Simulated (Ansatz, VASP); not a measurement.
# Rb in VASP and in Ansatz

```
CELL_PARAMETERS angstrom
0.00000 5.20888 5.20888
5.20888 0.00000 5.20888
5.20888 5.20888 0.00000
ATOMIC_POSITIONS crystal
Rb 0.50000 0.50000 0.50000
Rb 0.75000 0.75000 0.75000
```

Alike in both runs: functional r2SCAN; k mesh 10 × 10 × 10; occupations gaussian, width 0.1 eV; no spin polarisation.

Ansatz relaxed the structure, and its values are those at the end. VASP's run is a single point on that final structure, the one shown.

|  | VASP | Ansatz |
| --- | --- | --- |
| version | VASP 6.6.1 | Ansatz 0.2.0 |
| potentials or method | VASP PAW PBE potentials, release 64 (Rb_sv), cutoff 520 eV | scalar-relativistic, plane waves, PAW |
| valence electrons in the cell | 18 | 18 |

|  | VASP | Ansatz | Ansatz less VASP |
| --- | --- | --- | --- |
| gap on the k mesh at the Fermi level (eV) | none | none | - |
| pressure (GPa) | 0.0 | 0.0 | 0.00 |

VASP's potentials were made for PBE, not for r2SCAN. A gap of «none» marks a metal or a gap that the smearing closes.
